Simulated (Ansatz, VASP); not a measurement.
YHg: VASP beside Ansatz

```xyz
2
Lattice="3.0151 0.0000 0.0000 0.0000 3.0151 0.0000 0.0000 0.0000 3.0151" Properties=species:S:1:pos:R:3 pbc="T T T"
Y     1.5076    1.5076    1.5076
Hg    0.0000    0.0000    0.0000
```

Change from the starting cell: volume scaled by 0.55, LAPW.

Alike in both runs: task single point; functional LDA; k mesh 10 × 10 × 10; occupations fermi-dirac, width 0.05 eV; no spin polarisation.

|  | VASP | Ansatz |
| --- | --- | --- |
| version | VASP 6.6.1 | Ansatz 0.2.0 |
| potentials or method | VASP PAW LDA potentials, release 64 (Y_sv, Hg), cutoff 520 eV | all-electron LAPW, scalar-relativistic |

VASP gave:

- pressure (GPa): 149.4

Q: What did Ansatz give for the same quantities?

A: Pressure (GPa): 145.2.

LDA's correlation is that of Perdew and Zunger in VASP and of Perdew and Wang (1992) in Ansatz. Both programs put the cell under a high pressure, so it lies far from rest at this level. Ansatz ran all-electron here, and VASP with PAW potentials.

Neither program's run includes spin-orbit coupling. Noted on VASP's run: the cell as given lies far from equilibrium.
